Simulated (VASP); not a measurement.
A run of VASP 6.6.1:

INCAR

```
SYSTEM = Be
  PREC = Accurate
  ENCUT = 520
  EDIFF = 1E-7
  ISMEAR = 0
  SIGMA = 0.15
  LREAL = .False.
  LASPH = .True.
  NELM = 60
  ALGO = Normal
  ISIF = 2
  LWAVE = .False.
  LCHARG = .False.
  GGA = PE
  NBANDS = 25
```

Contents of KPOINTS:

```
regular mesh
0
Gamma
  5 5 1
  0 0 0
```

File POSCAR:

```
Be
1.0
    4.5800000000      0.0000000000      0.0000000000
    2.2900000000      3.9663960000      0.0000000000
    0.0000000000      0.0000000000     15.5884300000
Be
13
Direct
    0.0000000000      0.0000000000      0.0641500780
    0.5000000000      0.0000000000      0.0641500780
    0.0000000000      0.5000000000      0.0641500780
    0.5000000000      0.5000000000      0.0641500780
   -0.1729542814      0.3369456807      0.1816715987
    0.3362116181      0.3324221787      0.1832270472
   -0.1670655763      0.8337228557      0.1809660113
    0.3365338974      0.8314230349      0.1830495438
   -0.0022344807      0.0082379571      0.2934095993
    0.5052464805     -0.0036746205      0.3043096065
   -0.0027393472      0.4944498734      0.2942477851
    0.4866629459      0.5052972522      0.3148649351
    0.9150484312     -0.2036584345      0.3956649900
```

Potentials or basis: VASP PAW PBE potentials, release 64 (Be).

Run with:

```console
$ cat potpaw_PBE.64/Be/POTCAR > POTCAR
$ mpirun -np 1 vasp_std > vasp.out
```

Hardware: 1 thread of AMD EPYC 7R43 64-Core Processor (Zen 3), with other jobs on the host.

Problem. How long does it take, and how much memory?

Solution. It took 4.1 min on 1 thread of AMD EPYC 7R43 64-Core Processor (Zen 3), on a shared host, peak memory 0.35 GiB. Counts: scf iterations 23, k points 13.
